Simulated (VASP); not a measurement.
# LiF (I-4m2) in VASP: a series of runs

LiF is run at these levels: PBE, r2SCAN, HSE06; tasks: single point.

Program: VASP 6.6.1. These are calculated values, not measurements. Logs are shortened: lines on timing, memory, paths and dates and some standing lists are left out, and cuts for length are marked.

### Step 1. The cell of the first run

Symmetry: I-4m2, No. 119, tetragonal system. The conventional cell has a = 3.033 Å, b = 3.033 Å, c = 4.219 Å, α = 90.00°, β = 90.00°, γ = 90.00°. Li (site symmetry -4m2) has 4 F at 1.85 Å within 2.5 Å. Within 2.5 Å of F (site symmetry -4m2) lie 4 Li at 1.85 Å.

### Step 2. Single point, PBE (uniaxial x strain -1.6%)

File INCAR:

```
SYSTEM = LiF
PREC = Accurate ; ENCUT = 520
EDIFF = 1E-6 ; ISMEAR = -1
SIGMA = 0.02 ; LREAL = .FALSE.
LASPH = .TRUE. ; NELM = 100
ALGO = Normal ; ISIF = 2
LWAVE = .FALSE. ; LCHARG = .FALSE.
GGA = PE ; NBANDS = 12
```

File KPOINTS:

```
regular mesh
0
G
  10 10 10
  0 0 0
```

File POSCAR:

```
LiF
1.0
    0.0000000000      2.1446105498      2.1446105498
    2.1094389368      0.0000000000      2.1446105498
    2.1094389368      2.1446105498      0.0000000000
Li F
1 1
Direct
    0.0000000000      0.0000000000      0.0000000000
    0.2500000000      0.2500000000      0.2500000000
```

Potentials or basis: VASP PAW PBE potentials, release 64 (Li_sv, F).

The run is started by

```
$ cat potpaw_PBE.64/Li_sv/POTCAR potpaw_PBE.64/F/POTCAR > POTCAR
$ mpirun -np 1 vasp_std > vasp.out
```

OUTCAR:

```text
SYSTEM = LiF
   PREC = Accurate
   ENCUT = 520
   EDIFF = 1E-6
   ISMEAR = -1
   LREAL = .FALSE.
   LASPH = .TRUE.
   NELM = 100
   ISIF = 2
   GGA = PE

 ion  position               nearest neighbor table
   1  0.000  0.000  0.000-   2 1.85   2 1.85   2 1.85   2 1.85
   2  0.250  0.250  0.250-   1 1.85   1 1.85   1 1.85   1 1.85

  LATTYP: Found a body centered tetragonal cell.
 ALAT       =     3.0329373255
 C/A-ratio  =     1.3910204600

  Lattice vectors:

 A1 = (  -2.1094389368,   0.0000000000,  -2.1446105498)
 A2 = (  -2.1094389368,   0.0000000000,   2.1446105498)
 A3 = (   2.1094389368,   2.1446105498,   0.0000000000)

Analysis of symmetry for initial positions (statically):
=====================================================================
 Subroutine PRICEL returns:
 Original cell was already a primitive cell.

 Routine SETGRP: Setting up the symmetry group for a
 body centered tetragonal supercell.

 Subroutine GETGRP returns: Found  8 space group operations
 (whereof  8 operations were pure point group operations)
 out of a pool of 16 trial point group operations.

The static configuration has the point symmetry D_2d.

Analysis of symmetry for dynamics (positions and initial velocities):
=====================================================================
 Subroutine PRICEL returns:
 Original cell was already a primitive cell.

 Routine SETGRP: Setting up the symmetry group for a
 body centered tetragonal supercell.

 Subroutine GETGRP returns: Found  8 space group operations
 (whereof  8 operations were pure point group operations)
 out of a pool of 16 trial point group operations.

The dynamic configuration has the point symmetry D_2d.

 Subroutine INISYM returns: Found  8 space group operations
 (whereof  8 operations are pure point group operations),
 and found     1 'primitive' translations

----------------------------------------------------------------------------------------

                                     Primitive cell

  volume of cell :      19.4041

  direct lattice vectors                    reciprocal lattice vectors
     0.000000000  2.144610550  2.144610550    -0.237029852  0.233142563  0.233142563
     2.109438937  0.000000000  2.144610550     0.237029852 -0.233142563  0.233142563
     2.109438937  2.144610550  0.000000000     0.237029852  0.233142563 -0.233142563

  length of vectors
     3.032937326  3.008170048  3.008170048     0.406071496  0.406071496  0.406071496

  position of ions in fractional coordinates (direct lattice)
     0.000000000  0.000000000  0.000000000
     0.250000000  0.250000000  0.250000000

  ion indices of the primitive-cell ions
   primitive index   ion index
                 1           1
                 2           2

----------------------------------------------------------------------------------------

 KPOINTS: regular mesh

Automatic generation of k-mesh.
 Grid dimensions read from file:
 generate k-points for:   10   10   10

 Generating k-lattice:

  Cartesian coordinates                     Fractional coordinates (reciprocal lattice)
    -0.023702985  0.023314256  0.023314256     0.100000000  0.000000000  0.000000000
     0.023702985 -0.023314256  0.023314256     0.000000000  0.100000000  0.000000000
     0.023702985  0.023314256 -0.023314256     0.000000000  0.000000000  0.100000000

  Length of vectors
     0.040607150  0.040607150  0.040607150

  Shift w.r.t. Gamma in fractional coordinates (k-lattice)
     0.000000000  0.000000000  0.000000000

 Subroutine IBZKPT returns following result:
 ===========================================

 Found    102 irreducible k-points:

 Following reciprocal coordinates:
            Coordinates               Weight
  0.000000  0.000000  0.000000      1.000000
  0.100000  0.000000  0.000000      8.000000
  0.200000  0.000000  0.000000      8.000000
  0.300000  0.000000  0.000000      8.000000
  0.400000 -0.000000 -0.000000      8.000000
  0.500000 -0.000000 -0.000000      4.000000
[... 16 lines left out ...]
  0.300000  0.300000  0.000000      4.000000
  0.400000  0.300000  0.000000     16.000000
 [... further k-points ...]
   k-points           NKPTS =    102   k-points in BZ     NKDIM =    102   number of bands    NBANDS=     12
   number of dos      NEDOS =    301   number of ions     NIONS =      2
   total plane-waves  NPLWV =  13824
   dimension x,y,z NGX =    24 NGY =   24 NGZ =   24
   dimension x,y,z NGXF=    48 NGYF=   48 NGZF=   48
   ions per type =               1   1
   NGX,Y,Z   is equivalent  to a cutoff of  13.16, 13.26, 13.26 a.u.
   NGXF,Y,Z  is equivalent  to a cutoff of  26.31, 26.53, 26.53 a.u.
 SYSTEM =  LiF
   PREC   = accura    normal or accurate (medium, high low for compatibility)
   ISTART =      0    job   : 0-new  1-cont  2-samecut
   ICHARG =      2    charge: 1-file 2-atom 10-const
   ISPIN  =      1    spin polarized calculation?
   LNONCOLLINEAR =      F non collinear calculations
[... 70 lines left out ...]
      9      17.1905      0.00000
     10      25.7851      0.00000
     11      25.7851      0.00000
     12      26.2303      0.00000

 k-point     2 :       0.1000    0.0000    0.0000
  band No.  band energies     occupation
      1     -42.7410      2.00000
      2     -21.8020      2.00000
      3      -2.6799      2.00000
      4      -2.4898      2.00000
      5      -2.4677      2.00000
      6       5.8434      0.00000
      7      16.9564      0.00000
      8      17.2393      0.00000
      9      17.2594      0.00000
     10      24.4778      0.00000
     11      24.5249      0.00000
     12      25.0043      0.00000

 k-point     3 :       0.2000    0.0000    0.0000
  band No.  band energies     occupation
      1     -42.7307      2.00000
      2     -21.7560      2.00000
      3      -3.2336      2.00000
      4      -2.5633      2.00000
      5      -2.5319      2.00000
      6       6.6228      0.00000
      7      16.1344      0.00000
      8      17.2594      0.00000
      9      17.3559      0.00000
     10      23.5512      0.00000
     11      23.7273      0.00000
     12      24.1445      0.00000

 k-point     4 :       0.3000    0.0000    0.0000
  band No.  band energies     occupation
      1     -42.7179      2.00000
      2     -21.6973      2.00000
      3      -3.8573      2.00000
      4      -2.6515      2.00000
      5      -2.6084      2.00000
      6       7.7289      0.00000
      7      14.8149      0.00000
      8      17.0770      0.00000
      9      17.2698      0.00000
     10      23.5483      0.00000
     11      23.6872      0.00000
     12      24.1932      0.00000

 k-point     5 :       0.4000   -0.0000   -0.0000
  band No.  band energies     occupation
      1     -42.7075      2.00000
      2     -21.6482      2.00000
      3      -4.3253      2.00000
      4      -2.7210      2.00000
      5      -2.6686      2.00000
      6       8.9339      0.00000
      7      13.4296      0.00000
      8      16.8088      0.00000
      9      17.0605      0.00000
     10      24.0612      0.00000
     11      24.0689      0.00000
     12      24.3603      0.00000
[... 228 lines left out ...]
      1     -42.7037      2.00000
      2     -21.6314      2.00000
      3      -4.1260      2.00000
      4      -3.1019      2.00000
      5      -2.7133      2.00000
      6       9.1156      0.00000
      7      13.0896      0.00000
      8      16.6794      0.00000
      9      17.4659      0.00000
     10      22.3157      0.00000
     11      23.1132      0.00000
     12      28.3210      0.00000

 k-point    22 :      -0.2000    0.2000    0.0000
  band No.  band energies     occupation
      1     -42.7134      2.00000
      2     -21.6768      2.00000
      3      -3.8076      2.00000
      4      -2.9766      2.00000
      5      -2.6002      2.00000
      6       8.0291      0.00000
      7      14.4475      0.00000
      8      16.6839      0.00000
      9      17.7556      0.00000
     10      22.0794      0.00000
     11      22.8176      0.00000
     12      28.0994      0.00000

 k-point    23 :       0.3000    0.3000    0.0000
  band No.  band energies     occupation
      1     -42.7094      2.00000
      2     -21.6644      2.00000
      3      -3.5363      2.00000
      4      -2.9902      2.00000
      5      -2.9828      2.00000
      6       7.6237      0.00000
      7      15.4880      0.00000
      8      16.9992      0.00000
      9      17.2131      0.00000
     10      18.4529      0.00000
     11      26.5687      0.00000
     12      30.2245      0.00000

 k-point    24 :       0.4000    0.3000    0.0000
  band No.  band energies     occupation
      1     -42.7013      2.00000
      2     -21.6273      2.00000
      3      -3.7819      2.00000
      4      -3.0930      2.00000
      5      -3.0711      2.00000
      6       8.1334      0.00000
      7      14.2840      0.00000
      8      17.0821      0.00000
      9      17.2975      0.00000
     10      18.9959      0.00000
     11      26.1079      0.00000
     12      29.7034      0.00000

 [... further k-points ...]

------------------------ aborting loop because EDIFF is reached ----------------------------------------

  FORCE on cell =-STRESS in cart. coord.  units (eV):
  Direction    XX          YY          ZZ          XY          YZ          ZX
  --------------------------------------------------------------------------------------
  -------------------------------------------------------------------------------------
  Total        0.4955558      0.4672995      0.4672995      0.0000000      0.0000000      0.0000000
  in kB       40.9175184     38.5844300     38.5844300      0.0000000      0.0000000      0.0000000
  external PRESSURE =      39.3621261 kB  Pullay stress =       0.0000000 kB

 VOLUME and BASIS-vectors are now :
 -----------------------------------------------------------------------------
  energy-cutoff  :      520.00
  volume of cell :       19.40
      direct lattice vectors                 reciprocal lattice vectors
     0.000000000  2.144610550  2.144610550    -0.237029852  0.233142563  0.233142563
     2.109438937  0.000000000  2.144610550     0.237029852 -0.233142563  0.233142563
     2.109438937  2.144610550  0.000000000     0.237029852  0.233142563 -0.233142563

 POSITION                                       TOTAL-FORCE (eV/Angst)
 -----------------------------------------------------------------------------------
      0.00000      0.00000      0.00000        -0.000000     -0.000000     -0.000000
      1.05472      1.07231      1.07231         0.000000      0.000000      0.000000
 -----------------------------------------------------------------------------------
    total drift:                                0.000000      0.000000     -0.000000

  FREE ENERGIE OF THE ION-ELECTRON SYSTEM (eV)
  ---------------------------------------------------
  free  energy   TOTEN  =        -9.6097457450 eV

  energy  without entropy=       -9.6097457450  energy(sigma->0) =       -9.60974575
```

Wall time 13 s (1 thread of Intel Xeon 6975P-C, shared host); peak memory 0.14 GiB.

Results:

```
Free energy            : -9.6097 eV
Band gap on the k mesh : 7.99 eV, direct
```

Caveat: the cell differs from its parent crystal (uniaxial x strain -1.6%); the cutoff is under 1.25 times the usual one of these potentials, so pressure, stress and relaxed cells hold a basis-set (Pulay) error. A k mesh can miss the band edges.

### Step 3. Single point, r2SCAN (uniaxial x strain -1.6%)

POSCAR is that of step 2.

File INCAR.step1:

```
SYSTEM = LiF
PREC = Accurate
ENCUT = 520
ISMEAR = 0
SIGMA = 0.01
LREAL = .False.
LASPH = .True.
NELM = 100
NBANDS = 12
GGA = PE
ALGO = Normal
EDIFF = 1E-4
LWAVE = .True.
LCHARG = .False.
```

File INCAR.step2:

```
SYSTEM = LiF
PREC = Accurate
ENCUT = 520
EDIFF = 1E-6
ISMEAR = 0
SIGMA = 0.01
LREAL = .False.
LASPH = .True.
NELM = 100
ALGO = Normal
ISIF = 2
LWAVE = .False.
LCHARG = .False.
METAGGA = R2SCAN
LMIXTAU = .True.
NBANDS = 12
ISTART = 1
```

File KPOINTS:

```
Automatic mesh
0
Gamma
  10 10 10
  0 0 0
```

Potentials or basis: VASP PAW PBE potentials, release 64 (Li_sv, F).

The run is started by

```
$ cat potpaw_PBE.64/Li_sv/POTCAR potpaw_PBE.64/F/POTCAR > POTCAR
$ cp INCAR.step1 INCAR
$ mpirun -np 1 vasp_std > vasp.out
$ cp INCAR.step2 INCAR
$ mpirun -np 1 vasp_std > vasp.out
```

Run time: 48 s. Hardware: 1 thread of Intel Xeon 6975P-C, shared host; peak memory 0.15 GiB.

The run converged. Its results:

| Item | Value |
| --- | --- |
| Free energy | -11.8041 eV |
| Band gap on the k mesh | 8.83 eV, direct |

Levels at points of the mesh, in eV from the valence-band top:
```
           k point  band 1  band 2  band 3  band 4  band 5  band 6  band 7  band 8  band 9  band 10
(0.00, 0.00, 0.00)  -41.41  -20.50   -0.03   -0.03    0.00    8.83   21.17   21.20   21.20    29.35
(0.50, 0.00, 0.00)  -41.37  -20.33   -2.03   -0.31   -0.25   12.96   16.18   20.47   20.76    27.91
(0.50, 0.50, 0.00)  -41.36  -20.28   -1.44   -0.83   -0.81   11.39   17.07   21.08   21.36    23.66
(0.00, 0.50, 0.50)  -41.35  -20.27   -1.41   -0.88   -0.88   11.41   17.19   21.05   21.05    23.68
```

Caveat: the cell differs from its parent crystal (uniaxial x strain -1.6%); the cutoff is under 1.25 times the usual one of these potentials, so pressure, stress and relaxed cells hold a basis-set (Pulay) error; the PAW data sets were made with another functional, which shifts forces and pressure a little. A k mesh can miss the band edges.

### Step 4. Single point, HSE06 (epitaxial xy strain +1.5%)

File POSCAR:

```
LiF
1.0
    0.0000000000      2.1767797081      2.0966475590
    2.1767797081      0.0000000000      2.0966475590
    2.1767797081      2.1767797081      0.0000000000
Li F
1 1
Direct
    0.0000000000      0.0000000000      0.0000000000
    0.2500000000      0.2500000000      0.2500000000
```

File INCAR.step1:

```
  PREC = Accurate
  ENCUT = 520
  EDIFF = 1E-5
  ISMEAR = 0
  SIGMA = 0.01
  LREAL = F
  LASPH = T
  NELM = 100
  ALGO = Normal
  ISIF = 2
  LWAVE = T
  NBANDS = 12
  GGA = PE
```

File INCAR.step2:

```
  PREC = Accurate
  ENCUT = 520
  EDIFF = 1E-6
  ISMEAR = 0
  SIGMA = 0.01
  LREAL = F
  LASPH = T
  NELM = 100
  ALGO = Normal
  ISIF = 2
  LWAVE = F
  LCHARG = T
  GGA = PE
  LHFCALC = T
  HFSCREEN = 0.2079
  PRECFOCK = Normal
  LELF = T
  LVHAR = T
  NBANDS = 12
  ISTART = 1
```

File KPOINTS:

```
regular mesh
0
Gamma
  8 8 8
```

The run is started by

```
$ cat potpaw_PBE.64/Li_sv/POTCAR potpaw_PBE.64/F/POTCAR > POTCAR
$ cp INCAR.step1 INCAR
$ mpirun -np 1 vasp_std > vasp.out
$ cp INCAR.step2 INCAR
$ mpirun -np 1 vasp_std > vasp.out
```

Run time: 55 min. Hardware: 1 thread of Intel Xeon Platinum 8259CL at 2.50GHz (Skylake/Cascade Lake), shared host; peak memory 0.26 GiB.

Results (log left out):

| Property | Result |
| --- | --- |
| Free energy | -11.3569 eV |
| Band gap on the k mesh | 10.00 eV, direct |

Levels at points of the mesh, in eV from the valence-band top:
```csv
k point,band 3,band 4,band 5,band 6,band 7,band 8
"(0.00, 0.00, 0.00)",-0.06,-0.06,0.00,10.00,21.87,21.91
"(0.50, 0.00, 0.00)",-2.08,-0.37,-0.25,14.19,17.24,21.19
"(0.50, 0.50, 0.00)",-1.46,-0.96,-0.96,12.77,18.43,21.80
"(0.50, 0.00, 0.50)",-1.53,-0.84,-0.80,12.71,18.18,21.88
```

Caveat: the cell differs from its parent crystal (epitaxial xy strain +1.5%); the cutoff is under 1.25 times the usual one of these potentials, so pressure, stress and relaxed cells hold a basis-set (Pulay) error; the PAW data sets were made with another functional, which shifts forces and pressure a little.

### Step 5. Single point, PBE (biaxial xy strain -0.5%)

File INCAR:

```
PREC = Accurate ; ENCUT = 520
EDIFF = 1E-6 ; ISMEAR = -1
SIGMA = 0.02 ; LREAL = F
LASPH = T ; NELM = 100
ALGO = Normal ; ISIF = 2
LWAVE = F ; LCHARG = F
GGA = PE ; NBANDS = 12
```

File KPOINTS:

```
regular mesh
0
Gamma
  10 10 10
```

File POSCAR:

```
LiF
1.0
    0.0000000000      2.1330296529      2.1446105498
    2.1330296529      0.0000000000      2.1446105498
    2.1330296529      2.1330296529      0.0000000000
Li F
1 1
Direct
    0.0000000000      0.0000000000      0.0000000000
    0.2500000000      0.2500000000      0.2500000000
```

The run is started by

```
$ cat potpaw_PBE.64/Li_sv/POTCAR potpaw_PBE.64/F/POTCAR > POTCAR
$ mpirun -np 1 vasp_std > vasp.out
```

Run time: 16 s. Hardware: 1 thread of Intel Xeon Platinum 8259CL at 2.50GHz (Skylake/Cascade Lake), shared host; peak memory 0.14 GiB.

Results (log left out):

| Quantity | Value |
| --- | --- |
| Free energy | -9.6128 eV |
| Band gap on the k mesh | 7.97 eV, direct |

Levels at points of the mesh, in eV from the valence-band top:
| k point | band 2 | band 3 | band 4 | band 5 | band 6 | band 7 | band 8 | band 9 |
| --- | --- | --- | --- | --- | --- | --- | --- | --- |
| (0.00, 0.00, 0.00) | -19.36 | -0.01 | 0.00 | 0.00 | 7.97 | 19.58 | 19.58 | 19.59 |
| (0.50, 0.00, 0.00) | -19.17 | -2.03 | -0.28 | -0.26 | 12.03 | 15.08 | 19.18 | 19.27 |
| (0.50, 0.50, 0.00) | -19.12 | -1.44 | -0.81 | -0.81 | 10.63 | 16.03 | 19.68 | 19.68 |
| (0.50, 0.00, 0.50) | -19.12 | -1.43 | -0.83 | -0.83 | 10.63 | 16.07 | 19.59 | 19.67 |

Caveat: the cell differs from its parent crystal (biaxial xy strain -0.5%); the cutoff is under 1.25 times the usual one of these potentials, so pressure, stress and relaxed cells hold a basis-set (Pulay) error.

### Step 6. Summary

```tsv
level	cell	k mesh	smearing	grid for exact exchange (PRECFOCK)	screening parameter	gap on the mesh (eV)
PBE	a = 3.033, b = 3.008, c = 3.008 Å, angles 60.5, 59.7, 59.7°, 2 atoms	10 × 10 × 10	fermi-dirac 0.02 eV	-	-	7.99
r2SCAN	a = 3.033, b = 3.008, c = 3.008 Å, angles 60.5, 59.7, 59.7°, 2 atoms	10 × 10 × 10	gaussian 0.01 eV	-	-	8.83
HSE06	a = 3.022, b = 3.022, c = 3.078 Å, angles 59.4, 59.4, 61.2°, 2 atoms	8 × 8 × 8	gaussian 0.01 eV	Normal	0.2079 1/Å	10.00
PBE	a = 3.025, b = 3.025, c = 3.017 Å, angles 60.1, 60.1, 59.8°, 2 atoms	10 × 10 × 10	fermi-dirac 0.02 eV	-	-	7.97
```

Alike in all rows: task single point; potentials or basis VASP PAW PBE potentials, release 64 (Li_sv, F); no spin polarisation; cutoff (eV) 520.

Caveats: the cutoff is under 1.25 times the usual one of these potentials, so pressure, stress and relaxed cells hold a basis-set (Pulay) error; the PAW data sets were made with another functional, which shifts forces and pressure a little (some runs).

Absolute energies hang on the potentials; compare differences alone.
